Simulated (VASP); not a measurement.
The system is PbSe.

```
Pb Se
1.0
     0.00000    2.97720    3.11132
     2.97720    0.00000    3.11132
     2.97720    2.97720    0.00000
Pb Se
1 1
Cartesian
  0.0000 0.0000 0.0000
  2.9772 2.9772 3.1113
```

This cell differs from its parent crystal: epitaxial xy strain -3.6%.

Base run:

| Item | Value |
| --- | --- |
| Program | VASP 6.6.1 |
| Functional | PBE |
| Potentials or basis | VASP PAW PBE potentials, release 64 (Pb_d, Se) |
| Cutoff | 520 eV |
| k mesh | 8 × 8 × 8 |
| Occupations | fermi-dirac, width 0.02 eV |
| Spin | no spin polarisation |

Its results: band gap on the k mesh 0.10 eV, direct; pressure 5.1 GPa.

**Question.** The run is repeated on the same cell with these changes: functional from PBE to r2SCAN; further incar settings from ALGO = Normal; EDIFF = 1e-07; NBANDS = 17 to ALGO = Normal; EDIFF = 1e-06; NBANDS = 17. What comes out?

**Answer.** Band gap on the k mesh 0.37 eV, direct; pressure 4.3 GPa.

Caveats: spin-orbit coupling is left out, which moves the levels of the heavy elements; the PAW data sets were made with another functional, which shifts forces and pressure a little (some runs).

A k mesh can miss the band edges.
